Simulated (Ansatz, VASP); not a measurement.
## NaH: VASP beside Ansatz

```xyz
2
Lattice="2.3413 2.3413 0.0000 -2.3413 2.3413 0.0000 0.0000 2.3413 2.3413" Properties=species:S:1:pos:R:3 pbc="T T T"
Na    0.0000    0.0000    0.0000
H     0.0000    2.3413    0.0000
```

Alike in both runs: task single point; functional r2SCAN; k mesh 8 × 8 × 8; no spin polarisation.

|  | VASP | Ansatz |
| --- | --- | --- |
| version | VASP 6.6.1 | Ansatz 0.2.0 |
| potentials or method | VASP PAW PBE potentials, release 64 (Na_pv, H) | PAW with Ansatz's default frozen-core files, scalar-relativistic |
| plane-wave cutoff (eV) | 520 | 500 |
| occupations | gaussian, width 0.01 eV | fixed |
| valence electrons in the cell | 8 | 10 |

Ansatz gave:

```
gap on the k mesh at the Fermi level (eV) : 4.53
pressure (GPa)                            : 2.0
```

Q: What did VASP give for the same quantities?

A: gap on the k mesh at the Fermi level (eV): 4.54; pressure (GPa): 1.7.

VASP's potentials were made for PBE, not for r2SCAN. VASP's potentials hold 8 valence electrons a cell and Ansatz's 10, so a difference there can come from the potentials and not from the codes.
